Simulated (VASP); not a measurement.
# AlNi (Pm-3m) in VASP: further runs, part 2 of 2

VASP 6.6.1.

## (3) Single point, PBE, collinear spin, ferromagnetic start

Contents of INCAR:

```
SYSTEM = AlNi
ALGO = Fast
EDIFF = 1E-7
ENCUT = 520
GGA = PE
ISIF = 2
ISMEAR = 0
ISPIN = 2
LASPH = .TRUE.
LCHARG = .TRUE.
LELF = .TRUE.
LMAXMIX = 4
LORBIT = 11
LREAL = .FALSE.
LVHAR = .TRUE.
LWAVE = .FALSE.
MAGMOM = 1 0
NBANDS = 18
NELM = 150
PREC = Accurate
SIGMA = 0.024
```

Contents of KPOINTS:

```
k-points
0
G
  9 9 9
  0 0 0
```

Contents of POSCAR:

```
AlNi
1.0
    2.8810000000      0.0000000000      0.0000000000
    0.0000000000      2.8810000000      0.0000000000
    0.0000000000      0.0000000000      2.8810000000
Ni Al
1 1
Direct
    0.5000000000      0.5000000000      0.5000000000
    0.0000000000      0.0000000000      0.0000000000
```

Potentials or basis: VASP PAW PBE potentials, release 64 (Ni, Al).

On the command line:

```console
cat potpaw_PBE.64/Ni/POTCAR potpaw_PBE.64/Al/POTCAR > POTCAR
mpirun -np 1 vasp_std > vasp.out
```

OUTCAR:

```text
SYSTEM = AlNi
   EDIFF = 1E-7
   ENCUT = 520
   GGA = PE
   ISIF = 2
   ISMEAR = 0
   ISPIN = 2
   LASPH = .TRUE.
   LORBIT = 11
   LREAL = .FALSE.
   NELM = 150
   PREC = Accurate

 ion  position               nearest neighbor table
   1  0.500  0.500  0.500-   2 2.50   2 2.50   2 2.50   2 2.50   2 2.50   2 2.50   2 2.50   2 2.50

   2  0.000  0.000  0.000-   1 2.50   1 2.50   1 2.50   1 2.50   1 2.50   1 2.50   1 2.50   1 2.50

  LATTYP: Found a simple cubic cell.
 ALAT       =     2.8810000000

  Lattice vectors:

 A1 = (   2.8810000000,   0.0000000000,   0.0000000000)
[... 1227 lines left out ...]

 VOLUME and BASIS-vectors are now :
 -----------------------------------------------------------------------------
  energy-cutoff  :      520.00
  volume of cell :       23.91
      direct lattice vectors                 reciprocal lattice vectors
     2.881000000  0.000000000  0.000000000     0.347101701  0.000000000  0.000000000
     0.000000000  2.881000000  0.000000000     0.000000000  0.347101701  0.000000000
     0.000000000  0.000000000  2.881000000     0.000000000  0.000000000  0.347101701

 POSITION                                       TOTAL-FORCE (eV/Angst)
 -----------------------------------------------------------------------------------
      1.44050      1.44050      1.44050         0.000000      0.000000      0.000000
      0.00000      0.00000      0.00000         0.000000      0.000000      0.000000
 -----------------------------------------------------------------------------------
    total drift:                                0.000000      0.000000     -0.000000

  FREE ENERGIE OF THE ION-ELECTRON SYSTEM (eV)
  ---------------------------------------------------
  free  energy   TOTEN  =       -10.5330889510 eV

  energy  without entropy=      -10.5330329227  energy(sigma->0) =      -10.53306094

 total charge

# of ion       s       p       d       tot
------------------------------------------
    1        0.475   0.518   8.471   9.464
    2        0.384   0.413   0.000   0.797
--------------------------------------------------
tot          0.859   0.931   8.471  10.261

 magnetization (x)

# of ion       s       p       d       tot
------------------------------------------
    1       -0.000   0.000  -0.000  -0.000
    2       -0.000   0.000   0.000   0.000
--------------------------------------------------
tot         -0.000   0.000  -0.000  -0.000
```

Wall time 47 s (1 thread of Intel Xeon 8259CL, shared host); peak memory 0.16 GiB.

Results:

```yaml
Free_energy: -10.5331 eV
Pressure: 1.9 GPa
Net_moment: 0.00 μB per cell
Valence_electrons_inside_the_program's_atomic_spheres: Ni 9.46; Al 0.80
```

Levels at points of the mesh, in eV from the Fermi level:
Spin up:
| k point | band 4 | band 5 | band 6 | band 7 | band 8 | band 9 |
| --- | --- | --- | --- | --- | --- | --- |
| (0.00, 0.00, 0.00) | -1.57 | -1.57 | -1.57 | 5.49 | 5.49 | 5.49 |
Spin down:
```csv
k point,band 4,band 5,band 6,band 7,band 8,band 9
"(0.00, 0.00, 0.00)",-1.57,-1.57,-1.57,5.49,5.49,5.49
```

## (4) Single point, PBEsol, collinear spin, ferromagnetic start (volume scaled by 1.06)

Contents of INCAR:

```
PREC = Accurate
ENCUT = 520
EDIFF = 1E-6
ISMEAR = -1
SIGMA = 0.05
LREAL = F
LASPH = T
NELM = 150
ALGO = Normal
ISIF = 2
LWAVE = F
LCHARG = F
ISPIN = 2
MAGMOM = 1 0
LORBIT = 11
LMAXMIX = 4
GGA = PS
NBANDS = 18
```

Contents of KPOINTS:

```
regular mesh
0
Gamma
  9 9 9
```

Contents of POSCAR:

```
AlNi
1.0
    2.9375045414      0.0000000000      0.0000000000
    0.0000000000      2.9375045414      0.0000000000
    0.0000000000      0.0000000000      2.9375045414
Ni Al
1 1
Direct
    0.5000000000      0.5000000000      0.5000000000
    0.0000000000      0.0000000000      0.0000000000
```

On the command line:

```console
cat potpaw_PBE.64/Ni/POTCAR potpaw_PBE.64/Al/POTCAR > POTCAR
mpirun -np 1 vasp_std > vasp.out
```

It took 16 s on 1 thread of Intel Xeon 6975P-C, shared host; peak memory 0.16 GiB.

The run converged. Its results:

- Free energy: -11.5142 eV
- Pressure: -11.3 GPa
- Net moment: 0.00 μB per cell
- Valence electrons inside the program's atomic spheres: Ni 9.38; Al 0.77

Levels at points of the mesh, in eV from the Fermi level:
Spin up:
```csv
k point,band 4,band 5,band 6,band 7,band 8,band 9
"(0.00, 0.00, 0.00)",-1.43,-1.43,-1.43,5.27,5.27,5.27
```
Spin down:
| k point | band 4 | band 5 | band 6 | band 7 | band 8 | band 9 |
| --- | --- | --- | --- | --- | --- | --- |
| (0.00, 0.00, 0.00) | -1.43 | -1.43 | -1.43 | 5.27 | 5.27 | 5.27 |

Caveat: the PAW data sets were made with another functional, which shifts forces and pressure a little.

## (5) Single point, PBE, collinear spin, ferromagnetic start

Contents of INCAR:

```
ALGO = Fast
EDIFF = 1E-7
ENCUT = 520
GGA = PE
ISIF = 2
ISMEAR = 0
ISPIN = 2
LASPH = True
LCHARG = False
LMAXMIX = 4
LORBIT = 11
LREAL = False
LWAVE = False
MAGMOM = 1 0
NBANDS = 18
NELM = 150
PREC = Accurate
SIGMA = 0.018000000000000002
```

Contents of KPOINTS:

```
k-points
0
Gamma
  9 9 9
```

Contents of POSCAR:

```
AlNi
1.0
    2.8810000000      0.0000000000      0.0000000000
    0.0000000000      2.8810000000      0.0000000000
    0.0000000000      0.0000000000      2.8810000000
Ni Al
1 1
Direct
    0.5000000000      0.5000000000      0.5000000000
    0.0000000000      0.0000000000      0.0000000000
```

Potentials or basis: VASP PAW PBE potentials, release 64 (Ni, Al).

On the command line:

```console
cat potpaw_PBE.64/Ni/POTCAR potpaw_PBE.64/Al/POTCAR > POTCAR
mpirun -np 1 vasp_std > vasp.out
```

OUTCAR:

```text
EDIFF = 1E-7
   ENCUT = 520
   GGA = PE
   ISIF = 2
   ISMEAR = 0
   ISPIN = 2
   LASPH = True
   LORBIT = 11
   LREAL = False
   NELM = 150
   PREC = Accurate

 ion  position               nearest neighbor table
   1  0.500  0.500  0.500-   2 2.50   2 2.50   2 2.50   2 2.50   2 2.50   2 2.50   2 2.50   2 2.50

   2  0.000  0.000  0.000-   1 2.50   1 2.50   1 2.50   1 2.50   1 2.50   1 2.50   1 2.50   1 2.50

  LATTYP: Found a simple cubic cell.
 ALAT       =     2.8810000000

  Lattice vectors:

 A1 = (   2.8810000000,   0.0000000000,   0.0000000000)
[... 1227 lines left out ...]

 VOLUME and BASIS-vectors are now :
 -----------------------------------------------------------------------------
  energy-cutoff  :      520.00
  volume of cell :       23.91
      direct lattice vectors                 reciprocal lattice vectors
     2.881000000  0.000000000  0.000000000     0.347101701  0.000000000  0.000000000
     0.000000000  2.881000000  0.000000000     0.000000000  0.347101701  0.000000000
     0.000000000  0.000000000  2.881000000     0.000000000  0.000000000  0.347101701

 POSITION                                       TOTAL-FORCE (eV/Angst)
 -----------------------------------------------------------------------------------
      1.44050      1.44050      1.44050         0.000000      0.000000      0.000000
      0.00000      0.00000      0.00000         0.000000      0.000000      0.000000
 -----------------------------------------------------------------------------------
    total drift:                                0.000000      0.000000     -0.000000

  FREE ENERGIE OF THE ION-ELECTRON SYSTEM (eV)
  ---------------------------------------------------
  free  energy   TOTEN  =       -10.5330749498 eV

  energy  without entropy=      -10.5330329458  energy(sigma->0) =      -10.53305395

 total charge

# of ion       s       p       d       tot
------------------------------------------
    1        0.475   0.518   8.471   9.464
    2        0.384   0.413   0.000   0.797
--------------------------------------------------
tot          0.859   0.931   8.471  10.261

 magnetization (x)

# of ion       s       p       d       tot
------------------------------------------
    1       -0.000   0.000  -0.000  -0.000
    2       -0.000   0.000   0.000   0.000
--------------------------------------------------
tot         -0.000   0.000  -0.000  -0.000
```

Run time: 18 s. Hardware: 1 thread of Intel Xeon 6975P-C (Granite Rapids), shared host; peak memory 0.15 GiB.

Results:

```
Free energy                                           : -10.5331 eV
Pressure                                              : 1.9 GPa
Net moment                                            : 0.00 μB per cell
Valence electrons inside the program's atomic spheres : Ni 9.46; Al 0.80
```

Levels at points of the mesh, in eV from the Fermi level:
Spin up:
```
           k point  band 3  band 4  band 5  band 6  band 7  band 8  band 9  band 10
(0.00, 0.00, 0.00)   -3.26   -1.57   -1.57   -1.57    5.48    5.48    5.48     8.10
```
Spin down:
| k point | band 2 | band 3 | band 4 | band 5 | band 6 | band 7 | band 8 | band 9 | band 10 | band 11 |
| --- | --- | --- | --- | --- | --- | --- | --- | --- | --- | --- |
| (0.00, 0.00, 0.00) | -3.26 | -3.26 | -1.57 | -1.57 | -1.57 | 5.48 | 5.48 | 5.48 | 8.10 | 8.10 |

## (6) Summary

| level | cell | smearing | gap on the mesh (eV) | pressure (GPa) | moment (μB) |
| --- | --- | --- | --- | --- | --- |
| PBE | a = 2.881 Å, 2 atoms | gaussian 0.019 eV | none | 1.9 | 0.00 |
| PBE | a = 2.881 Å, 2 atoms | gaussian 0.024 eV | none | 1.9 | 0.00 |
| PBEsol | a = 2.938 Å, 2 atoms | fermi-dirac 0.05 eV | none | -11.3 | 0.00 |
| PBE | a = 2.881 Å, 2 atoms | gaussian 0.018 eV | none | 1.9 | 0.00 |

Alike in all rows: task single point; potentials or basis VASP PAW PBE potentials, release 64 (Ni, Al); spin collinear, ferromagnetic start; k mesh 9 × 9 × 9; cutoff (eV) 520.

Every run on the cell as given and a fine mesh finds a metal.

Caveats: the PAW data sets were made with another functional, which shifts forces and pressure a little (some runs).

Absolute energies hang on the potentials; compare differences alone.
